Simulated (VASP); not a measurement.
Set up this calculation in VASP 6.6.1, as the native input.

```yaml
Task: single point
Functional: PBE
Potentials_or_basis: VASP PAW PBE potentials, release 64 (K_sv, Nd_3, Sb), 4f in core
Cutoff: 500 eV
k_mesh: 12 × 12 × 4
Occupations: gaussian, width 0.1 eV
Spin: no spin polarisation
Dipole_correction: no
Mended: yes
Further_INCAR_settings: ALGO = Normal; EDIFF = 1e-06; NBANDS = 32
```

The structure of KNd2Sb3 lies in POSCAR:

```
KNd2Sb3
1.0
    4.4355565278      0.0000000000      0.0000000000
   -2.2177782639      3.8413046330      0.0000000000
    0.0000000000      0.0000000000     12.6691867112
K Nd Sb
1 2 3
Direct
    0.0000000000      0.0000000000      0.0000000000
    0.3333333333      0.6666666667      0.6526024294
    0.6666666667      0.3333333333      0.3473975706
    0.3333333333      0.6666666667      0.1994414518
    0.0000000000      0.0000000000      0.5000000000
    0.6666666667      0.3333333333      0.8005585482
```

The cell was built from a structure type or drawn by symmetry, and may not be a known phase.

The input as run:

INCAR

```
ALGO = Normal
EDIFF = 1E-6
ENCUT = 500
GGA = PE
GGA_COMPAT = F
ISIF = 2
ISMEAR = 0
LASPH = T
LCHARG = F
LMAXMIX = 6
LREAL = F
LWAVE = F
NBANDS = 32
NELM = 200
PREC = Accurate
SIGMA = 0.1
```

KPOINTS

```
k-points
0
Gamma
  12 12 4
```

Potentials or basis: VASP PAW PBE potentials, release 64 (K_sv, Nd_3, Sb), 4f in core.

Command:

```sh
$ cat potpaw_PBE.64/K_sv/POTCAR potpaw_PBE.64/Nd_3/POTCAR potpaw_PBE.64/Sb/POTCAR > POTCAR
$ mpirun -np 1 vasp_std > vasp.out
```

It gave:

* Pressure: 0.2 GPa
* Largest force: 0.030 eV/Å
* Band gap on the k mesh: zero (bands 23 and 24 overlap by 1.97 eV)

Caveat: spin-orbit coupling is left out, which moves the levels of the heavy elements; the 4f electrons are frozen in the core, so they carry no moment and show no levels.

It took 4.1 min on 1 thread of Intel(R) Xeon(R) Platinum 8488C (Sapphire Rapids) (shared host), peak memory 0.59 GiB.
